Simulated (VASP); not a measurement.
# N in VASP: a series of runs

Runs on N. Level: PBE+D3(BJ). Tasks: single point, molecular dynamics.

All numbers are computed with VASP 6.6.1; they aren't measurements. Logs are shortened: lines on timing, memory, paths and dates and some standing lists are left out, and cuts for length are marked.

## (1) The cell of the first run

The cell holds a disordered packing, 24 atoms: a = 8.862 Å, b = 8.862 Å, c = 8.862 Å, α = 90.00°, β = 90.00°, γ = 90.00°.

## (2) Single point, PBE+D3(BJ)

File INCAR:

```
SYSTEM = N
PREC = Accurate
ENCUT = 520
EDIFF = 1E-6
ISMEAR = -1
SIGMA = 0.02
LREAL = Auto
LASPH = .TRUE.
NELM = 80
ALGO = Normal
ISIF = 2
LWAVE = .FALSE.
LCHARG = .FALSE.
GGA = PE
IVDW = 12
NBANDS = 78
```

File KPOINTS:

```
Automatic mesh
0
G
  1 1 1
  0 0 0
```

File POSCAR:

```
N
1.0
    8.8620950000      0.0000000000      0.0000000000
    0.0000000000      8.8620950000      0.0000000000
    0.0000000000      0.0000000000      8.8620950000
N
24
Direct
    0.4858106351      0.9470446886      0.6350755662
    0.5420275905      0.9627068994      0.5246163576
    0.6860680234      0.3940151849      0.6750999623
    0.5855613148      0.4436309924      0.6196164677
    0.2689431788      0.7602491285      1.0322389909
    0.2755556107      0.6866547921      0.9295431836
    0.7784953784      0.4546329057      0.0860518873
    0.6714665099      0.4596881437      0.0169147363
    0.7681253699      0.8069198085      0.2957314269
    0.7411114415      0.7010193414      0.3570713246
    0.1708738171      0.7397009398      0.5124634751
    0.1392447271      0.8556103269      0.4822787388
    0.8797581159      0.1800364361      0.3786125064
    0.7675950213      0.1980344377      0.3288500067
   -0.1118697103      0.1517699822     -0.0858713431
   -0.1624785110      0.1022444467     -0.1880255177
    0.7585113904      0.7049800301      0.7889105229
    0.7932323000      0.7288570028      0.6752466544
    0.1821352626      0.4142248532      0.2623420309
    0.2887579066      0.4819063664      0.2577043013
    0.0120738945      0.3858117071      0.6636579725
    0.1285136302      0.3651506783      0.7070450046
    0.3517678382      0.1375521251      0.9592427073
    0.2854968267      0.1504948886      1.0615548581
```

Potentials or basis: VASP PAW PBE potentials, release 64 (N).

Launch:

```console
cat potpaw_PBE.64/N/POTCAR > POTCAR
mpirun -np 1 vasp_gam > vasp.out
```

OUTCAR:

```text
SYSTEM = N
   PREC = Accurate
   ENCUT = 520
   EDIFF = 1E-6
   ISMEAR = -1
   LREAL = Auto
   LASPH = .TRUE.
   NELM = 80
   ISIF = 2
   GGA = PE
   IVDW = 12
 IVDW          = 12

 ion  position               nearest neighbor table
   1  0.486  0.947  0.635-   2 1.11
   2  0.542  0.963  0.525-   1 1.11
   3  0.686  0.394  0.675-   4 1.11
   4  0.586  0.444  0.620-   3 1.11
   5  0.269  0.760  0.032-   6 1.12
   6  0.276  0.687  0.930-   5 1.12
[... 16 lines left out ...]
  23  0.352  0.138  0.959-  24 1.09
  24  0.285  0.150  0.062-  23 1.09

  LATTYP: Found a simple cubic cell.
 ALAT       =     8.8620950000

  Lattice vectors:

 A1 = (   8.8620950000,   0.0000000000,   0.0000000000)
 A2 = (   0.0000000000,   8.8620950000,   0.0000000000)
 A3 = (   0.0000000000,   0.0000000000,   8.8620950000)

Analysis of symmetry for initial positions (statically):
=====================================================================
 Subroutine PRICEL returns:
 Original cell was already a primitive cell.

 Routine SETGRP: Setting up the symmetry group for a
 simple cubic supercell.

 Subroutine GETGRP returns: Found  1 space group operations
 (whereof  1 operations were pure point group operations)
 out of a pool of 48 trial point group operations.

The static configuration has the point symmetry C_1 .

Analysis of symmetry for dynamics (positions and initial velocities):
=====================================================================
 Subroutine PRICEL returns:
 Original cell was already a primitive cell.

 Routine SETGRP: Setting up the symmetry group for a
 simple cubic supercell.

 Subroutine GETGRP returns: Found  1 space group operations
 (whereof  1 operations were pure point group operations)
 out of a pool of 48 trial point group operations.

The dynamic configuration has the point symmetry C_1 .

 Subroutine INISYM returns: Found  1 space group operations
 (whereof  1 operations are pure point group operations),
 and found     1 'primitive' translations

----------------------------------------------------------------------------------------

                                     Primitive cell

  volume of cell :     695.9999

  direct lattice vectors                    reciprocal lattice vectors
     8.862095000  0.000000000  0.000000000     0.112840135  0.000000000  0.000000000
     0.000000000  8.862095000  0.000000000     0.000000000  0.112840135  0.000000000
     0.000000000  0.000000000  8.862095000     0.000000000  0.000000000  0.112840135

  length of vectors
     8.862095000  8.862095000  8.862095000     0.112840135  0.112840135  0.112840135

  position of ions in fractional coordinates (direct lattice)
     0.485810635  0.947044689  0.635075566
     0.542027590  0.962706899  0.524616358
     0.686068023  0.394015185  0.675099962
     0.585561315  0.443630992  0.619616468
     0.268943179  0.760249128  0.032238991
     0.275555611  0.686654792  0.929543184
[... 16 lines left out ...]
     0.351767838  0.137552125  0.959242707
     0.285496827  0.150494889  0.061554858

  ion indices of the primitive-cell ions
   primitive index   ion index
                 1           1
                 2           2
                 3           3
                 4           4
                 5           5
                 6           6
[... 16 lines left out ...]
                23          23
                24          24

----------------------------------------------------------------------------------------

 KPOINTS: Automatic mesh

Automatic generation of k-mesh.
 Grid dimensions read from file:
 generate k-points for:    1    1    1

 Generating k-lattice:

  Cartesian coordinates                     Fractional coordinates (reciprocal lattice)
     0.112840135  0.000000000  0.000000000     1.000000000  0.000000000  0.000000000
     0.000000000  0.112840135  0.000000000     0.000000000  1.000000000  0.000000000
     0.000000000  0.000000000  0.112840135     0.000000000  0.000000000  1.000000000

  Length of vectors
     0.112840135  0.112840135  0.112840135

  Shift w.r.t. Gamma in fractional coordinates (k-lattice)
     0.000000000  0.000000000  0.000000000

 Subroutine IBZKPT returns following result:
 ===========================================

 Found      1 irreducible k-points:

 Following reciprocal coordinates:
            Coordinates               Weight
  0.000000  0.000000  0.000000      1.000000
   k-points           NKPTS =      1   k-points in BZ     NKDIM =      1   number of bands    NBANDS=     78
   number of dos      NEDOS =    301   number of ions     NIONS =     24
   total plane-waves  NPLWV = 343000
   dimension x,y,z NGX =    70 NGY =   70 NGZ =   70
   dimension x,y,z NGXF=   140 NGYF=  140 NGZF=  140
   ions per type =              24
   NGX,Y,Z   is equivalent  to a cutoff of  13.13, 13.13, 13.13 a.u.
   NGXF,Y,Z  is equivalent  to a cutoff of  26.26, 26.26, 26.26 a.u.
 SYSTEM =  N
   PREC   = accura    normal or accurate (medium, high low for compatibility)
   ISTART =      0    job   : 0-new  1-cont  2-samecut
   ICHARG =      2    charge: 1-file 2-atom 10-const
   ISPIN  =      1    spin polarized calculation?
   LNONCOLLINEAR =      F non collinear calculations
   LSORBIT =      F    spin-orbit coupling
   LASPH  =      T    aspherical Exc in radial PAW
   ENCUT  =  520.0 eV  38.22 Ry    6.18 a.u.  16.48 16.48 16.48*2*pi/ulx,y,z
   NELM   =     80;   NELMIN=  2; NELMDL= -5     # of ELM steps
   EDIFF  = 0.1E-05   stopping-criterion for ELM
   LREAL  =      T    real-space projection
   EDIFFG = 0.1E-04   stopping-criterion for IOM
   NSW    =      0    number of steps for IOM
[... 5 lines left out ...]
   TEBEG  =    0.0;   TEEND  =   0.0 temperature during run
   PSTRESS=    0.0 pullay stress
   NELECT =     120.0000    total number of electrons
   NUPDOWN=      -1.0000    fix difference up-down
   EMIN   =  10.00;   EMAX   =-10.00  energy-range for DOS
   EFERMI =   0.00;   METHOD = LEGACY
   ISMEAR =    -1;   SIGMA  =   0.02  broadening in eV -4-tet -1-fermi 0-gaus
   EFERMI_NEDOS =   21; number of points for ismear=-14 and -15
   IALGO  =     38    algorithm
   IMIX   =      4    mixing-type and parameters
     AMIX     =   0.40;   BMIX     =  1.00
     AMIX_MAG =   1.60;   BMIX_MAG =  1.00
  volume/ion in A,a.u.               =      29.00       195.70
  Fermi-wavevector in a.u.,A,eV,Ry     =   0.911169  1.721859 11.295946  0.830229
  Thomas-Fermi vector in A             =   2.035417
   LORBIT       =      0    0 simple, 1 ext, 2 COOP (PROOUT), +10 PAW based schemes
   GGA     = PE    functional components
   LHFCALC =     F    Hartree Fock is set to
   AEXX    =    0.0000 exact exchange contribution
   IVDW    =    12    specifies the selected vdW correction
   LEPSILON=     F    determine dielectric tensor
   LRPA    =     F    only Hartree local field effects (RPA)
 non-spin polarized calculation
  energy-cutoff  :      520.00
  volume of cell :      696.00
 maximum number of plane-waves:      9403
 NGX is ok and might be reduce to    70
   NGX = 33   NGY = 33   NGZ = 33

 number of electron     120.0000004 magnetization

 Free energy of the ion-electron system (eV)
  ---------------------------------------------------
  ext. energy  EPLUGINS =         0.00000000
  ---------------------------------------------------
  free energy    TOTEN  =      -199.35663302 eV

  energy without entropy =     -199.35663302  energy(sigma->0) =     -199.35663302

 E-fermi :  -6.5660     XC(G=0):  -5.5164

 val. band max:       -7.1032447099   @ k =   0.0000   0.0000   0.0000
 cond. band min:       0.0978832027   @ k =   0.0000   0.0000   0.0000
 fundamental gap:      7.2011279126
 Fermi energy:        -6.5660228490

 k-point     1 :       0.0000    0.0000    0.0000
  band No.  band energies     occupation
      1     -26.2657      2.00000
      2     -25.8631      2.00000
      3     -25.7676      2.00000
      4     -25.7604      2.00000
      5     -25.6419      2.00000
      6     -25.5112      2.00000
[... 64 lines left out ...]
     71       0.6271      0.00000
     72       0.6441      0.00000
 [bands above 72 left out]

------------------------ aborting loop because EDIFF is reached ----------------------------------------

 Edisp (eV)   -0.99304

 E8    (eV) :    -0.2356

  FORCE on cell =-STRESS in cart. coord.  units (eV):
  Direction    XX          YY          ZZ          XY          YZ          ZX
  --------------------------------------------------------------------------------------
  -------------------------------------------------------------------------------------
  Total       1.63411     3.27370    11.00296    -0.80410    -1.86107    -3.98928
  in kB       3.76170     7.53599    25.32858    -1.85101    -4.28416    -9.18324
  external pressure =       12.21 kB  Pullay stress =        0.00 kB

 VOLUME and BASIS-vectors are now :
 -----------------------------------------------------------------------------
  energy-cutoff  :      520.00
  volume of cell :      696.00
      direct lattice vectors                 reciprocal lattice vectors
     8.862095000  0.000000000  0.000000000     0.112840135  0.000000000  0.000000000
     0.000000000  8.862095000  0.000000000     0.000000000  0.112840135  0.000000000
     0.000000000  0.000000000  8.862095000     0.000000000  0.000000000  0.112840135

 POSITION                                       TOTAL-FORCE (eV/Angst)
 -----------------------------------------------------------------------------------
      4.30530      8.39280      5.62810        -0.425073     -0.109833      0.815552
      4.80350      8.53160      4.64920         0.342827      0.184076     -0.772621
      6.08000      3.49180      5.98280         0.282227     -0.411040      0.273170
      5.18930      3.93150      5.49110        -0.635138      0.207584     -0.388041
      2.38340      6.73740      0.28571         0.062637     -0.674312     -0.978000
      2.44200      6.08520      8.23770        -0.061285      0.695894      0.927392
[... 16 lines left out ...]
      3.11740      1.21900      8.50090         2.446694     -0.452041     -3.753744
      2.53010      1.33370      0.54551        -2.413646      0.415719      3.708264
 -----------------------------------------------------------------------------------
    total drift:                               -0.002851     -0.000181      0.002258

  FREE ENERGIE OF THE ION-ELECTRON SYSTEM (eV)
  ---------------------------------------------------
  free  energy   TOTEN  =      -200.3496769578 eV

  energy  without entropy=     -200.3496769578  energy(sigma->0) =     -200.34967696
```

Run time: 64 s. Hardware: 1 thread of AMD EPYC 9R45 (Zen 5), shared host; peak memory 0.57 GiB.

What came out:

```yaml
Free_energy: -200.3497 eV
Pressure: 1.2 GPa
Largest_force: 6.729 eV/Å
Dispersion_energy_per_atom: -0.041 eV
```

Forces in eV/Å, atoms in the order of the input:
```
N   -0.425 -0.110  0.816
N    0.343  0.184 -0.773
N    0.282 -0.411  0.273
N   -0.635  0.208 -0.388
N    0.063 -0.674 -0.978
N   -0.061  0.696  0.927
N   -2.033  0.132 -1.330
N    1.987 -0.137  1.415
N    0.112  0.269 -0.230
N   -0.094 -0.332  0.012
N    0.608 -2.302  0.605
N   -0.635  2.307 -0.601
N    2.009 -0.338  0.900
N   -1.992  0.317 -0.885
N    0.735  0.643  1.508
N   -0.748 -0.797 -1.449
N   -1.876 -1.162  6.357
N    2.071  1.433 -6.147
N    0.817  0.585  0.011
N   -0.827 -0.565  0.072
N    0.673  0.019  0.084
N   -0.406  0.073 -0.156
N    2.447 -0.452 -3.754
N   -2.414  0.416  3.708
```

Caveat: the k points lie up to 0.71 Å⁻¹ apart; the standard files for N, O and F lose accuracy on very short bonds.

## (3) Molecular dynamics, PBE+D3(BJ)

File INCAR:

```
SYSTEM = N
PREC = Accurate ; ENCUT = 520
EDIFF = 1E-5 ; ISMEAR = -1
SIGMA = 0.02 ; LREAL = Auto
LASPH = .TRUE. ; NELM = 60
ALGO = Normal ; ISIF = 2
LWAVE = .FALSE. ; LCHARG = .FALSE.
GGA = PE ; IVDW = 12
IBRION = 0 ; NSW = 40
POTIM = 1.5 ; TEBEG = 400.0
TEEND = 400.0 ; ISYM = 0
NELMIN = 4 ; RANDOM_SEED = 231596 0 0
MDALGO = 3 ; LANGEVIN_GAMMA = 20
```

File KPOINTS:

```
regular mesh
0
G
  1 1 1
  0 0 0
```

File POSCAR:

```
N
1.0
    8.8620950000      0.0000000000      0.0000000000
    0.0000000000      8.8620950000      0.0000000000
    0.0000000000      0.0000000000      8.8620950000
N
24
Direct
    0.4902979700      0.9420807300      0.6703081500
    0.6022325400      0.9656308200      0.6217550900
    0.5343447300      0.3468823200      0.6099097000
    0.5234277900      0.4704708000      0.6014060600
    0.2644767400      0.7623444400      0.9840501500
    0.2811013100      0.6881211100      0.8857053200
    0.7067654100      0.4305537500      0.0470918300
    0.5966373300      0.4811386800      0.0192496300
    0.6791559500      0.7347425700      0.3318753800
    0.7705300500      0.6610994100      0.3729243500
    0.1257531400      0.7885140600      0.5161917800
    0.1873765000      0.8477765500      0.4257978300
    0.9119055300      0.1357039900      0.4097960100
    0.8150622700      0.1764947000      0.3436792800
   -0.0060619600      0.0919547300      0.0141380900
   -0.0604814200      0.1066295400     -0.0966940200
    0.8876886900      0.7391688400      0.8646896100
    0.8095032400      0.7095119700      0.7726855200
    0.1826611800      0.4084484500      0.2265453100
    0.2741407300      0.4805549000      0.2700855400
   -0.0023657400      0.4022998100      0.6758722800
    0.1111958300      0.4088322700      0.6258277600
    0.4080919500      0.1444923500      0.9892385800
    0.3334504300      0.2130389400      0.9173287900
```

Potentials or basis: VASP PAW PBE potentials, release 64 (N).

Launch:

```console
cat potpaw_PBE.64/N/POTCAR > POTCAR
mpirun -np 1 vasp_gam > vasp.out
```

Run time: 18 min. Hardware: 1 thread of AMD EPYC 9R45 (Zen 5), shared host; peak memory 0.75 GiB.

The run converged. Its results:

```yaml
Dispersion_energy_per_atom: -0.041 eV
```

Caveat: the k points lie up to 0.71 Å⁻¹ apart; the standard files for N, O and F lose accuracy on very short bonds.
